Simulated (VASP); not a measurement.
# Rb (Im-3m) in VASP: relaxation of cell and atoms with LDA

Aim: the relaxation of cell and atoms of Rb with LDA.

Program: VASP 6.6.1. These are calculated values, not measurements. Logs are shortened: lines on timing, memory, paths and dates and some standing lists are left out, and cuts for length are marked.

**1. The cell of the first run**

It takes space group Im-3m (No. 229, cubic). The conventional cell has a = 5.590 Å, b = 5.590 Å, c = 5.590 Å, α = 90.00°, β = 90.00°, γ = 90.00°.

**2. Relaxation of cell and atoms, LDA**

INCAR reads:

```
ALGO = Normal ; EDIFF = 1E-6
EDIFFG = -0.005 ; ENCUT = 600
IBRION = 2 ; ISIF = 3
ISMEAR = 1 ; LASPH = True
LCHARG = False ; LREAL = False
LWAVE = False ; NELM = 100
NSW = 60 ; PREC = Accurate
SIGMA = 0.1
```

KPOINTS reads:

```
k-points
0
Gamma
  14 14 14
```

POSCAR reads:

```
Rb
1.0
   -2.7950000000      2.7950000000      2.7950000000
    2.7950000000     -2.7950000000      2.7950000000
    2.7950000000      2.7950000000     -2.7950000000
Rb
1
Direct
    0.0000000000      0.0000000000      0.0000000000
```

Potentials or basis: VASP PAW LDA potentials, release 64 (Rb_sv).

Command:

```console
cat potpaw_LDA.64/Rb_sv/POTCAR > POTCAR
mpirun -np 1 vasp_std > vasp.out
```

OUTCAR:

```text
EDIFF = 1E-6
   EDIFFG = -0.005
   ENCUT = 600
   IBRION = 2
   ISIF = 3
   ISMEAR = 1
   LASPH = True
   LREAL = False
   NELM = 100
   NSW = 60
   PREC = Accurate

 ion  position               nearest neighbor table
   1  0.000  0.000  0.000-

  LATTYP: Found a body centered cubic cell.
 ALAT       =     5.5900000000

  Lattice vectors:

 A1 = (  -2.7950000000,   2.7950000000,   2.7950000000)
 A2 = (   2.7950000000,  -2.7950000000,   2.7950000000)
 A3 = (   2.7950000000,   2.7950000000,  -2.7950000000)

Analysis of symmetry for initial positions (statically):
=====================================================================
 Subroutine PRICEL returns:
 Original cell was already a primitive cell.

 Routine SETGRP: Setting up the symmetry group for a
 body centered cubic supercell.

 Subroutine GETGRP returns: Found 48 space group operations
 (whereof 48 operations were pure point group operations)
 out of a pool of 48 trial point group operations.

The static configuration has the point symmetry O_h .

Analysis of symmetry for dynamics (positions and initial velocities):
=====================================================================
 Subroutine PRICEL returns:
 Original cell was already a primitive cell.

 Routine SETGRP: Setting up the symmetry group for a
 body centered cubic supercell.

 Subroutine GETGRP returns: Found 48 space group operations
 (whereof 48 operations were pure point group operations)
 out of a pool of 48 trial point group operations.

The dynamic configuration has the point symmetry O_h .

 Subroutine INISYM returns: Found 48 space group operations
 (whereof 48 operations are pure point group operations),
 and found     1 'primitive' translations

----------------------------------------------------------------------------------------

                                     Primitive cell

  volume of cell :      87.3384

  direct lattice vectors                    reciprocal lattice vectors
    -2.795000000  2.795000000  2.795000000     0.000000000  0.178890877  0.178890877
     2.795000000 -2.795000000  2.795000000     0.178890877  0.000000000  0.178890877
     2.795000000  2.795000000 -2.795000000     0.178890877  0.178890877  0.000000000

  length of vectors
     4.841082007  4.841082007  4.841082007     0.252989904  0.252989904  0.252989904

  position of ions in fractional coordinates (direct lattice)
     0.000000000  0.000000000  0.000000000

  ion indices of the primitive-cell ions
   primitive index   ion index
                 1           1

----------------------------------------------------------------------------------------

 KPOINTS: k-points

Automatic generation of k-mesh.
 Grid dimensions read from file:
 generate k-points for:   14   14   14

 Generating k-lattice:

  Cartesian coordinates                     Fractional coordinates (reciprocal lattice)
     0.000000000  0.012777920  0.012777920     0.071428571  0.000000000  0.000000000
     0.012777920  0.000000000  0.012777920     0.000000000  0.071428571  0.000000000
     0.012777920  0.012777920  0.000000000     0.000000000  0.000000000  0.071428571

  Length of vectors
     0.018070707  0.018070707  0.018070707

  Shift w.r.t. Gamma in fractional coordinates (k-lattice)
     0.000000000  0.000000000  0.000000000

 Subroutine IBZKPT returns following result:
 ===========================================

 Found    104 irreducible k-points:

 Following reciprocal coordinates:
            Coordinates               Weight
  0.000000  0.000000  0.000000      1.000000
  0.071429  0.000000  0.000000     12.000000
  0.142857  0.000000  0.000000     12.000000
  0.214286  0.000000  0.000000     12.000000
  0.285714  0.000000  0.000000     12.000000
  0.357143  0.000000  0.000000     12.000000
[... 16 lines left out ...]
  0.285714  0.285714  0.000000     24.000000
  0.357143  0.285714  0.000000     24.000000
 [... further k-points ...]
   k-points           NKPTS =    104   k-points in BZ     NKDIM =    104   number of bands    NBANDS=      8
   number of dos      NEDOS =    301   number of ions     NIONS =      1
   total plane-waves  NPLWV =  64000
   dimension x,y,z NGX =    40 NGY =   40 NGZ =   40
   dimension x,y,z NGXF=    80 NGYF=   80 NGZF=   80
   ions per type =               1
   NGX,Y,Z   is equivalent  to a cutoff of  13.74, 13.74, 13.74 a.u.
   NGXF,Y,Z  is equivalent  to a cutoff of  27.47, 27.47, 27.47 a.u.
 SYSTEM =  unknown system
   PREC   = accura    normal or accurate (medium, high low for compatibility)
   ISTART =      0    job   : 0-new  1-cont  2-samecut
   ICHARG =      2    charge: 1-file 2-atom 10-const
   ISPIN  =      1    spin polarized calculation?
   LNONCOLLINEAR =      F non collinear calculations
   LSORBIT =      F    spin-orbit coupling
   LASPH  =      T    aspherical Exc in radial PAW
   ENCUT  =  600.0 eV  44.10 Ry    6.64 a.u.   9.67  9.67  9.67*2*pi/ulx,y,z
   NELM   =    100;   NELMIN=  2; NELMDL= -5     # of ELM steps
   EDIFF  = 0.1E-05   stopping-criterion for ELM
   LREAL  =      F    real-space projection
   EDIFFG = -.5E-02   stopping-criterion for IOM
   NSW    =     60    number of steps for IOM
   IBRION =      2    ionic relax: 0-MD 1-quasi-New 2-CG
   NFREE  =      1    steps in history (QN), initial steepest desc. (CG)
   ISIF   =      3    stress and relaxation
   ISYM   =      2    0-nonsym 1-usesym 2-fastsym
   POTIM  = 0.5000    time-step for ionic-motion
   TEBEG  =    0.0;   TEEND  =   0.0 temperature during run
   PSTRESS=    0.0 pullay stress
   NELECT =       9.0000    total number of electrons
   NUPDOWN=      -1.0000    fix difference up-down
   EMIN   =  10.00;   EMAX   =-10.00  energy-range for DOS
   EFERMI =   0.00;   METHOD = LEGACY
   ISMEAR =     1;   SIGMA  =   0.10  broadening in eV -4-tet -1-fermi 0-gaus
   EFERMI_NEDOS =   21; number of points for ismear=-14 and -15
   IALGO  =     38    algorithm
   IMIX   =      4    mixing-type and parameters
     AMIX     =   0.40;   BMIX     =  1.00
     AMIX_MAG =   1.60;   BMIX_MAG =  1.00
  volume/ion in A,a.u.               =      87.34       589.39
  Fermi-wavevector in a.u.,A,eV,Ry     =   0.767516  1.450394  8.014922  0.589080
  Thomas-Fermi vector in A             =   1.868089
   LORBIT       =      0    0 simple, 1 ext, 2 COOP (PROOUT), +10 PAW based schemes
   GGA     = CA    functional components
   LHFCALC =     F    Hartree Fock is set to
   AEXX    =    0.0000 exact exchange contribution
   IVDW    =     0    specifies the selected vdW correction
   LEPSILON=     F    determine dielectric tensor
   LRPA    =     F    only Hartree local field effects (RPA)
 conjugate gradient relaxation of ions
 non-spin polarized calculation
 Methfessel and Paxton  Order N= 1 SIGMA  =   0.10
  energy-cutoff  :      600.00
  volume of cell :       87.34
 maximum number of plane-waves:      2935
   NGX = 19   NGY = 19   NGZ = 19

--------------------------------------- Ionic step        1  -------------------------------------------

 number of electron       9.0000000 magnetization

 Free energy of the ion-electron system (eV)
  ---------------------------------------------------
  ext. energy  EPLUGINS =         0.00000000
  ---------------------------------------------------
  free energy    TOTEN  =        -1.04834318 eV

  energy without entropy =       -1.04781707  energy(sigma->0) =       -1.04816781

------------------------ aborting loop because EDIFF is reached ----------------------------------------

  FORCE on cell =-STRESS in cart. coord.  units (eV):
  Direction    XX          YY          ZZ          XY          YZ          ZX
  --------------------------------------------------------------------------------------
  -------------------------------------------------------------------------------------
  Total       -0.1843152     -0.1843152     -0.1843152      0.0000000      0.0000000      0.0000000
  in kB       -3.3811651     -3.3811651     -3.3811651      0.0000000      0.0000000      0.0000000
  external PRESSURE =      -3.3811651 kB  Pullay stress =       0.0000000 kB

 VOLUME and BASIS-vectors are now :
 -----------------------------------------------------------------------------
  energy-cutoff  :      600.00
  volume of cell :       87.34
      direct lattice vectors                 reciprocal lattice vectors
    -2.795000000  2.795000000  2.795000000     0.000000000  0.178890877  0.178890877
     2.795000000 -2.795000000  2.795000000     0.178890877  0.000000000  0.178890877
     2.795000000  2.795000000 -2.795000000     0.178890877  0.178890877  0.000000000

 POSITION                                       TOTAL-FORCE (eV/Angst)
 -----------------------------------------------------------------------------------
      0.00000      0.00000      0.00000         0.000000     -0.000000     -0.000000
 -----------------------------------------------------------------------------------
    total drift:                                0.000000      0.000000     -0.000000

  FREE ENERGIE OF THE ION-ELECTRON SYSTEM (eV)
  ---------------------------------------------------
  free  energy   TOTEN  =        -1.0483431836 eV

  energy  without entropy=       -1.0478170666  energy(sigma->0) =       -1.04816781

--------------------------------------- Ionic step        2  -------------------------------------------

 number of electron       9.0000000 magnetization

 E-fermi :  -0.0681     XC(G=0):  -5.8535

 val. band max:       -0.0703582848   @ k =  -0.3571   0.4286   0.1429
 cond. band min:      -0.0665751878   @ k =   0.3571   0.0714   0.0714
 fundamental gap:      0.0037830970
 Fermi energy:        -0.0680787252

 k-point     1 :       0.0000    0.0000    0.0000
  band No.  band energies     occupation
      1     -28.8187      2.00000
      2     -12.9114      2.00000
      3     -12.9114      2.00000
      4     -12.9114      2.00000
      5      -2.1338      2.00000
      6       3.5806      0.00000
      7       3.5806      0.00000
      8       3.5806      0.00000

 k-point     2 :       0.0714    0.0000    0.0000
  band No.  band energies     occupation
      1     -28.8184      2.00000
      2     -12.9178      2.00000
      3     -12.9135      2.00000
      4     -12.9114      2.00000
      5      -2.0690      2.00000
      6       3.4951      0.00000
      7       3.4996      0.00000
      8       3.6413      0.00000
[... 299 lines left out ...]
 POSITION                                       TOTAL-FORCE (eV/Angst)
 -----------------------------------------------------------------------------------
      0.00000      0.00000      0.00000         0.000000     -0.000000      0.000000
 -----------------------------------------------------------------------------------
    total drift:                                0.000000     -0.000000     -0.000000

  FREE ENERGIE OF THE ION-ELECTRON SYSTEM (eV)
  ---------------------------------------------------
  free  energy   TOTEN  =        -1.0590533385 eV

  energy  without entropy=       -1.0585493699  energy(sigma->0) =       -1.05888535

--------------------------------------- Ionic step        4  -------------------------------------------

 number of electron       9.0000000 magnetization

 Free energy of the ion-electron system (eV)
  ---------------------------------------------------
  ext. energy  EPLUGINS =         0.00000000
  ---------------------------------------------------
  free energy    TOTEN  =        -1.05951426 eV

  energy without entropy =       -1.05901309  energy(sigma->0) =       -1.05934720

 E-fermi :   0.1464     XC(G=0):  -6.0905

 val. band max:        0.1460036854   @ k =  -0.3571   0.4286   0.1429
 cond. band min:       0.1533157308   @ k =   0.2857   0.2143  -0.0000
 fundamental gap:      0.0073120454
 Fermi energy:         0.1464063801

 k-point     1 :       0.0000    0.0000    0.0000
  band No.  band energies     occupation
      1     -28.5668      2.00000
      2     -12.6459      2.00000
      3     -12.6459      2.00000
      4     -12.6459      2.00000
      5      -2.0460      2.00000
      6       3.8681      0.00000
      7       3.8681      0.00000
      8       3.8681      0.00000

 k-point     2 :       0.0714    0.0000    0.0000
  band No.  band energies     occupation
      1     -28.5664      2.00000
      2     -12.6546      2.00000
      3     -12.6487      2.00000
      4     -12.6460      2.00000
      5      -1.9755      2.00000
      6       3.7767      0.00000
      7       3.7844      0.00000
      8       3.9357      0.00000
[... 264 lines left out ...]
 POSITION                                       TOTAL-FORCE (eV/Angst)
 -----------------------------------------------------------------------------------
      2.69001      2.69001      2.69001         0.000000     -0.000000      0.000000
 -----------------------------------------------------------------------------------
    total drift:                               -0.000000     -0.000000      0.000000

  FREE ENERGIE OF THE ION-ELECTRON SYSTEM (eV)
  ---------------------------------------------------
  free  energy   TOTEN  =        -1.0595142595 eV

  energy  without entropy=       -1.0590130864  energy(sigma->0) =       -1.05934720

 reached required accuracy - stopping structural energy minimisation
```

Run time: 2.1 min. Hardware: 1 thread of Intel Xeon Platinum 8488C (Sapphire Rapids), shared host; peak memory 0.26 GiB.

What came out:

* Free energy: -1.0595 eV
* Relaxed volume: 77.86 Å³/atom
* Relaxed cell: a = 4.659 Å, b = 4.659 Å, c = 4.659 Å, α = 109.47°, β = 109.47°, γ = 109.47°
* Space group after relaxing (to 0.1 Å): Im-3m (No. 229)
* Energy gained by relaxing: 11.2 meV/atom
* Ionic steps: 4
* Pressure after relaxing: 0.0 GPa
* Band gap on the k mesh: zero (an odd number of electrons rules out a gap without spin polarisation)

Step by step:
```csv
step,energy change (eV),largest force (eV/Å),pressure (GPa),volume (Å³)
1,0.0000,0.0000,-0.34,87.34
2,-0.0044,0.0000,-0.27,85.03
3,-0.0107,0.0000,-0.07,79.53
4,-0.0112,0.0000,-0.01,77.86
```

Final structure:
```
CELL_PARAMETERS angstrom
-2.69001 2.69001 2.69001
2.69001 -2.69001 2.69001
2.69001 2.69001 -2.69001
ATOMIC_POSITIONS crystal
Rb 0.00000 0.00000 0.00000
```
